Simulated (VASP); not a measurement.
# GaSb (I-4m2) in VASP: further runs, part 2 of 2

VASP 6.6.1. The steps go on from the part before.

## (5) Single point, PBE (epitaxial xy strain +2.0%)

Contents of INCAR:

```
SYSTEM = GaSb
PREC = Accurate
ENCUT = 500
EDIFF = 1E-6
ISMEAR = -1
SIGMA = 0.02
LREAL = .FALSE.
LASPH = .TRUE.
NELM = 120
ALGO = Normal
ISIF = 2
LWAVE = .FALSE.
LCHARG = .TRUE.
GGA = PE
LELF = .TRUE.
LVHAR = .TRUE.
NBANDS = 21
GGA_COMPAT = .FALSE.
```

Contents of KPOINTS:

```
regular mesh
0
G
  8 8 8
  0 0 0
```

Contents of POSCAR:

```
GaSb
1.0
    0.0000000000      3.1271963739      3.0130566083
    3.1271963739      0.0000000000      3.0130566083
    3.1271963739      3.1271963739      0.0000000000
Ga Sb
1 1
Direct
    0.0000000000      0.0000000000      0.0000000000
    0.2500000000      0.2500000000      0.2500000000
```

Potentials or basis: VASP PAW PBE potentials, release 64 (Ga_d, Sb_d_GW).

Started as:

```bash
> cat potpaw_PBE.64/Ga_d/POTCAR potpaw_PBE.64/Sb_d_GW/POTCAR > POTCAR
> mpirun -np 1 vasp_std > vasp.out
```

OUTCAR:

```text
SYSTEM = GaSb
   PREC = Accurate
   ENCUT = 500
   EDIFF = 1E-6
   ISMEAR = -1
   LREAL = .FALSE.
   LASPH = .TRUE.
   NELM = 120
   ISIF = 2
   GGA = PE

 ion  position               nearest neighbor table
   1  0.000  0.000  0.000-   2 2.68   2 2.68   2 2.68   2 2.68
   2  0.250  0.250  0.250-   1 2.68   1 2.68   1 2.68   1 2.68

  LATTYP: Found a body centered tetragonal cell.
 ALAT       =     4.4225235242
 C/A-ratio  =     1.3625960797

  Lattice vectors:

 A1 = (   0.0000000000,  -3.1271963739,  -3.0130566083)
 A2 = (   0.0000000000,   3.1271963739,  -3.0130566083)
 A3 = (   3.1271963739,   0.0000000000,   3.0130566083)

Analysis of symmetry for initial positions (statically):
=====================================================================
 Subroutine PRICEL returns:
 Original cell was already a primitive cell.

 Routine SETGRP: Setting up the symmetry group for a
 body centered tetragonal supercell.

 Subroutine GETGRP returns: Found  8 space group operations
 (whereof  8 operations were pure point group operations)
 out of a pool of 16 trial point group operations.

The static configuration has the point symmetry D_2d.

Analysis of symmetry for dynamics (positions and initial velocities):
=====================================================================
 Subroutine PRICEL returns:
 Original cell was already a primitive cell.

 Routine SETGRP: Setting up the symmetry group for a
 body centered tetragonal supercell.

 Subroutine GETGRP returns: Found  8 space group operations
 (whereof  8 operations were pure point group operations)
 out of a pool of 16 trial point group operations.

The dynamic configuration has the point symmetry D_2d.

 Subroutine INISYM returns: Found  8 space group operations
 (whereof  8 operations are pure point group operations),
 and found     1 'primitive' translations

----------------------------------------------------------------------------------------

                                     Primitive cell

  volume of cell :      58.9315

  direct lattice vectors                    reciprocal lattice vectors
     0.000000000  3.127196374  3.013056608    -0.159887625  0.159887625  0.165944443
     3.127196374  0.000000000  3.013056608     0.159887625 -0.159887625  0.165944443
     3.127196374  3.127196374  0.000000000     0.159887625  0.159887625 -0.165944443

  length of vectors
     4.342564598  4.342564598  4.422523524     0.280473997  0.280473997  0.280473997

  position of ions in fractional coordinates (direct lattice)
     0.000000000  0.000000000  0.000000000
     0.250000000  0.250000000  0.250000000

  ion indices of the primitive-cell ions
   primitive index   ion index
                 1           1
                 2           2

----------------------------------------------------------------------------------------

 KPOINTS: regular mesh

Automatic generation of k-mesh.
 Grid dimensions read from file:
 generate k-points for:    8    8    8

 Generating k-lattice:

  Cartesian coordinates                     Fractional coordinates (reciprocal lattice)
    -0.019985953  0.019985953  0.020743055     0.125000000  0.000000000  0.000000000
     0.019985953 -0.019985953  0.020743055     0.000000000  0.125000000  0.000000000
     0.019985953  0.019985953 -0.020743055     0.000000000  0.000000000  0.125000000

  Length of vectors
     0.035059250  0.035059250  0.035059250

  Shift w.r.t. Gamma in fractional coordinates (k-lattice)
     0.000000000  0.000000000  0.000000000

 Subroutine IBZKPT returns following result:
 ===========================================

 Found     59 irreducible k-points:

 Following reciprocal coordinates:
            Coordinates               Weight
  0.000000  0.000000  0.000000      1.000000
  0.125000  0.000000  0.000000      8.000000
  0.250000  0.000000  0.000000      8.000000
  0.375000  0.000000  0.000000      8.000000
  0.500000  0.000000  0.000000      4.000000
  0.125000  0.125000  0.000000      2.000000
[... 16 lines left out ...]
  0.250000  0.000000  0.125000     16.000000
  0.375000 -0.000000  0.125000     16.000000
 [... further k-points ...]
   k-points           NKPTS =     59   k-points in BZ     NKDIM =     59   number of bands    NBANDS=     21
   number of dos      NEDOS =    301   number of ions     NIONS =      2
   total plane-waves  NPLWV =  32768
   dimension x,y,z NGX =    32 NGY =   32 NGZ =   32
   dimension x,y,z NGXF=    64 NGYF=   64 NGZF=   64
   ions per type =               1   1
   NGX,Y,Z   is equivalent  to a cutoff of  12.25, 12.25, 12.03 a.u.
   NGXF,Y,Z  is equivalent  to a cutoff of  24.50, 24.50, 24.06 a.u.
 SYSTEM =  GaSb
   PREC   = accura    normal or accurate (medium, high low for compatibility)
   ISTART =      0    job   : 0-new  1-cont  2-samecut
   ICHARG =      2    charge: 1-file 2-atom 10-const
   ISPIN  =      1    spin polarized calculation?
   LNONCOLLINEAR =      F non collinear calculations
   LSORBIT =      F    spin-orbit coupling
   LASPH  =      T    aspherical Exc in radial PAW
   ENCUT  =  500.0 eV  36.75 Ry    6.06 a.u.   7.92  7.92  8.06*2*pi/ulx,y,z
   NELM   =    120;   NELMIN=  2; NELMDL= -5     # of ELM steps
   EDIFF  = 0.1E-05   stopping-criterion for ELM
   LREAL  =      F    real-space projection
   EDIFFG = 0.1E-04   stopping-criterion for IOM
   NSW    =      0    number of steps for IOM
   IBRION =     -1    ionic relax: 0-MD 1-quasi-New 2-CG
   NFREE  =      0    steps in history (QN), initial steepest desc. (CG)
   ISIF   =      2    stress and relaxation
   ISYM   =      2    0-nonsym 1-usesym 2-fastsym
   POTIM  = 0.5000    time-step for ionic-motion
   TEBEG  =    0.0;   TEEND  =   0.0 temperature during run
   PSTRESS=    0.0 pullay stress
   NELECT =      28.0000    total number of electrons
   NUPDOWN=      -1.0000    fix difference up-down
   EMIN   =  10.00;   EMAX   =-10.00  energy-range for DOS
   EFERMI =   0.00;   METHOD = LEGACY
   ISMEAR =    -1;   SIGMA  =   0.02  broadening in eV -4-tet -1-fermi 0-gaus
   EFERMI_NEDOS =   21; number of points for ismear=-14 and -15
   IALGO  =     38    algorithm
   IMIX   =      4    mixing-type and parameters
     AMIX     =   0.40;   BMIX     =  1.00
     AMIX_MAG =   1.60;   BMIX_MAG =  1.00
  volume/ion in A,a.u.               =      29.47       198.84
  Fermi-wavevector in a.u.,A,eV,Ry     =   1.277453  2.414036 22.203164  1.631887
  Thomas-Fermi vector in A             =   2.410052
   LORBIT       =      0    0 simple, 1 ext, 2 COOP (PROOUT), +10 PAW based schemes
   GGA     = PE    functional components
   LHFCALC =     F    Hartree Fock is set to
   AEXX    =    0.0000 exact exchange contribution
   IVDW    =     0    specifies the selected vdW correction
   LEPSILON=     F    determine dielectric tensor
   LRPA    =     F    only Hartree local field effects (RPA)
 non-spin polarized calculation
  energy-cutoff  :      500.00
  volume of cell :       58.93
 maximum number of plane-waves:      1522
   NGX = 15   NGY = 15   NGZ = 17

 number of electron      28.0000004 magnetization

 Free energy of the ion-electron system (eV)
  ---------------------------------------------------
  ext. energy  EPLUGINS =         0.00000000
  ---------------------------------------------------
  free energy    TOTEN  =        -7.37572913 eV

  energy without entropy =       -7.37571958  energy(sigma->0) =       -7.37572435

 E-fermi :   3.6278     XC(G=0):  -9.1513

 val. band max:        3.5213099393   @ k =   0.0000   0.0000   0.0000
 cond. band min:       3.7194571135   @ k =   0.0000   0.0000   0.0000
 fundamental gap:      0.1981471743
 Fermi energy:         3.6277548688

 k-point     1 :       0.0000    0.0000    0.0000
  band No.  band energies     occupation
      1     -25.1344      2.00000
      2     -25.1341      2.00000
      3     -25.1341      2.00000
      4     -25.1175      2.00000
      5     -25.1170      2.00000
      6     -11.3864      2.00000
[... 13 lines left out ...]
     20      11.9836      0.00000
     21      12.5651      0.00000

 k-point     2 :       0.1250    0.0000    0.0000
  band No.  band energies     occupation
      1     -25.1342      2.00000
      2     -25.1338      2.00000
      3     -25.1336      2.00000
      4     -25.1174      2.00000
      5     -25.1170      2.00000
      6     -11.3890      2.00000
[... 13 lines left out ...]
     20      11.2584      0.00000
     21      11.6123      0.00000
[... 487 lines left out ...]
      5     -25.1164      2.00000
      6     -11.3997      2.00000
[... 13 lines left out ...]
     20      11.5476      0.00000
     21      12.2917      0.00000

 k-point    24 :       0.3750   -0.0000    0.1250
  band No.  band energies     occupation
      1     -25.1340      2.00000
      2     -25.1325      2.00000
      3     -25.1315      2.00000
      4     -25.1173      2.00000
      5     -25.1162      2.00000
      6     -11.4069      2.00000
[... 13 lines left out ...]
     20      11.9997      0.00000
     21      12.8697      0.00000

 [... further k-points ...]
[... 5 lines left out ...]
  --------------------------------------------------------------------------------------
  -------------------------------------------------------------------------------------
  Total        0.1311622      0.1311622      0.6552949      0.0000000      0.0000000      0.0000000
  in kB        3.5659209      3.5659209     17.8155715      0.0000000      0.0000000      0.0000000
  external PRESSURE =       8.3158045 kB  Pullay stress =       0.0000000 kB

 VOLUME and BASIS-vectors are now :
 -----------------------------------------------------------------------------
  energy-cutoff  :      500.00
  volume of cell :       58.93
      direct lattice vectors                 reciprocal lattice vectors
     0.000000000  3.127196374  3.013056608    -0.159887625  0.159887625  0.165944443
     3.127196374  0.000000000  3.013056608     0.159887625 -0.159887625  0.165944443
     3.127196374  3.127196374  0.000000000     0.159887625  0.159887625 -0.165944443

 POSITION                                       TOTAL-FORCE (eV/Angst)
 -----------------------------------------------------------------------------------
      0.00000      0.00000      0.00000         0.000000      0.000000      0.000000
      1.56360      1.56360      1.50653         0.000000      0.000000     -0.000000
 -----------------------------------------------------------------------------------
    total drift:                               -0.000001     -0.000001      0.000002

  FREE ENERGIE OF THE ION-ELECTRON SYSTEM (eV)
  ---------------------------------------------------
  free  energy   TOTEN  =        -7.3757291260 eV

  energy  without entropy=       -7.3757195769  energy(sigma->0) =       -7.37572435
```

OSZICAR:

```text
N       E                     dE             d eps       ncg     rms          rms(c)
DAV:   1     0.173753231962E+03    0.17375E+03   -0.11319E+04  3387   0.117E+04
DAV:   2     0.138300440315E+02   -0.15992E+03   -0.15475E+03  4229   0.125E+03
DAV:   3    -0.669857668853E+01   -0.20529E+02   -0.20452E+02  4124   0.177E+02
DAV:   4    -0.740050593007E+01   -0.70193E+00   -0.70166E+00  3647   0.224E+01
DAV:   5    -0.742650090903E+01   -0.25995E-01   -0.25991E-01  3315   0.395E+00    0.274E+00
DAV:   6    -0.738738817782E+01    0.39113E-01   -0.88400E-02  4077   0.550E+00    0.169E+00
DAV:   7    -0.737400118580E+01    0.13387E-01   -0.36730E-02  3809   0.461E+00    0.234E-01
DAV:   8    -0.737504549381E+01   -0.10443E-02   -0.52688E-03  3462   0.127E+00    0.725E-02
DAV:   9    -0.737564016937E+01   -0.59468E-03   -0.72631E-04  3125   0.428E-01    0.273E-02
DAV:  10    -0.737571693487E+01   -0.76765E-04   -0.96892E-05  3383   0.108E-01    0.102E-02
DAV:  11    -0.737572850585E+01   -0.11571E-04   -0.25736E-05  2560   0.736E-02    0.286E-03
DAV:  12    -0.737572912603E+01   -0.62018E-06   -0.13805E-06  2800   0.165E-02
   1 F= -.73757291E+01 E0= -.73757244E+01  d E =-.954911E-05
```

stdout:

```text
POSCAR found type information on POSCAR GaSb
 POSCAR found :  2 types and       2 ions
 scaLAPACK will be used
 LDA part: xc-table for (Slater+PW92), standard interpolation
 POSCAR, INCAR and KPOINTS ok, starting setup
 FFT: planning ... GRIDC
 FFT: planning ... GRID_SOFT
 FFT: planning ... GRID
 WAVECAR not read
 entering main loop
```

Run time: 39 s. Hardware: 1 thread of Intel Xeon Platinum 8375C at 2.90GHz (Ice Lake), shared host; peak memory 0.24 GiB.

Results:

- Free energy: -7.3757 eV
- Pressure: 0.8 GPa
- Band gap on the k mesh: 0.20 eV

Levels at points of the mesh, in eV from the valence-band top:
```
           k point  band 10  band 11  band 12  band 13  band 14  band 15  band 16  band 17  band 18  band 19
(0.00, 0.00, 0.00)   -14.86   -11.21    -0.11     0.00     0.00     0.20     2.80     2.91     2.91     5.86
(0.50, 0.00, 0.00)   -14.86    -9.66    -6.15    -1.17    -0.91     0.40     3.74     3.95     6.58     9.18
(0.50, 0.50, 0.00)   -14.85    -8.80    -6.49    -2.54    -2.54     0.83     1.24     8.61     8.61     9.97
(0.50, 0.00, 0.50)   -14.86    -8.92    -6.65    -2.34    -2.31     1.10     1.46     8.48     8.54     9.79
```

Caveat: the cell differs from its parent crystal (epitaxial xy strain +2.0%); semilocal functionals underestimate gaps, and a narrow one can read as zero; spin-orbit coupling is left out, which moves the levels of the heavy elements. A k mesh can miss the band edges.

## (6) Single point, r2SCAN (epitaxial xy strain -4.0%)

Contents of POSCAR:

```
GaSb
1.0
    0.0000000000      2.9432436460      3.1672938365
    2.9432436460      0.0000000000      3.1672938365
    2.9432436460      2.9432436460      0.0000000000
Ga Sb
1 1
Direct
    0.0000000000      0.0000000000      0.0000000000
    0.2500000000      0.2500000000      0.2500000000
```

Contents of INCAR.step1:

```
PREC = Accurate ; ENCUT = 550
ISMEAR = -1 ; SIGMA = 0.02
LREAL = False ; LASPH = True
NELM = 120 ; NBANDS = 21
GGA = PE ; ALGO = Normal
EDIFF = 1E-5 ; LWAVE = True
LCHARG = False ; GGA_COMPAT = False
```

Contents of INCAR.step2:

```
PREC = Accurate ; ENCUT = 550
EDIFF = 1E-6 ; ISMEAR = -1
SIGMA = 0.02 ; LREAL = False
LASPH = True ; NELM = 120
ALGO = Normal ; ISIF = 2
LWAVE = False ; LCHARG = True
METAGGA = R2SCAN ; LMIXTAU = True
LELF = True ; LVHAR = True
NBANDS = 21 ; ISTART = 1
GGA_COMPAT = False
```

Contents of KPOINTS:

```
regular mesh
0
Gamma
  8 8 8
```

Potentials or basis: VASP PAW PBE potentials, release 64 (Ga_d, Sb_d_GW).

Started as:

```bash
> cat potpaw_PBE.64/Ga_d/POTCAR potpaw_PBE.64/Sb_d_GW/POTCAR > POTCAR
> cp INCAR.step1 INCAR
> mpirun -np 1 vasp_std > vasp.out
> cp INCAR.step2 INCAR
> mpirun -np 1 vasp_std > vasp.out
```

Wall time 3.7 min (1 thread of AMD EPYC 9R45 (Zen 5), shared host); peak memory 0.25 GiB.

The run converged. Its results:

- Free energy: -37.5733 eV
- Pressure: 2.9 GPa
- Band gap on the k mesh: 0.52 eV (least direct gap 0.55 eV)

Stress tensor (GPa, compression positive):
```
4.32 0.00 0.00
0.00 4.32 0.00
0.00 0.00 0.08
```

Levels at points of the mesh, in eV from the valence-band top:
| k point | band 11 | band 12 | band 13 | band 14 | band 15 | band 16 | band 17 | band 18 |
| --- | --- | --- | --- | --- | --- | --- | --- | --- |
| (0.00, 0.00, 0.00) | -12.40 | -0.52 | 0.00 | 0.00 | 0.55 | 2.76 | 2.76 | 3.00 |
| (0.50, 0.00, 0.00) | -10.57 | -6.96 | -1.77 | -1.12 | 0.52 | 3.77 | 4.08 | 6.81 |
| (0.50, 0.50, 0.00) | -9.83 | -7.65 | -2.68 | -2.68 | 1.34 | 1.61 | 9.36 | 9.36 |
| (0.50, 0.00, 0.50) | -9.52 | -7.27 | -3.19 | -3.12 | 0.72 | 1.08 | 9.07 | 9.16 |

Caveat: the cell differs from its parent crystal (epitaxial xy strain -4.0%); semilocal functionals underestimate gaps, and a narrow one can read as zero; the PAW data sets were made with another functional, which shifts forces and pressure a little; spin-orbit coupling is left out, which moves the levels of the heavy elements. A k mesh can miss the band edges.

## (7) Summary

```tsv
level	cell	cutoff (eV)	gap on the mesh (eV)	pressure (GPa)
PBE	a = 4.352, b = 4.352, c = 4.509 Å, angles 58.8, 58.8, 62.4°, 2 atoms	500	0.33	-0.2
PBE	a = 4.324, b = 4.324, c = 4.162 Å, angles 61.2, 61.2, 57.5°, 2 atoms	500	0.13	4.8
PBE	a = 4.348, b = 4.348, c = 4.466 Å, angles 59.1, 59.1, 61.8°, 2 atoms	500	0.28	0.3
PBE	a = 4.343, b = 4.343, c = 4.423 Å, angles 59.4, 59.4, 61.2°, 2 atoms	500	0.20	0.8
r2SCAN	a = 4.324, b = 4.324, c = 4.162 Å, angles 61.2, 61.2, 57.5°, 2 atoms	550	0.52	2.9
```

Alike in all rows: task single point; potentials or basis VASP PAW PBE potentials, release 64 (Ga_d, Sb_d_GW); no spin polarisation; k mesh 8 × 8 × 8; smearing fermi-dirac 0.02 eV.

Caveats: semilocal functionals underestimate gaps, and a narrow one can read as zero; spin-orbit coupling is left out, which moves the levels of the heavy elements; the cell stands under pressure (at least some runs); the PAW data sets were made with another functional, which shifts forces and pressure a little (at least some runs).

Total energies depend on the potentials used, so only differences within one code and one set of settings carry meaning.
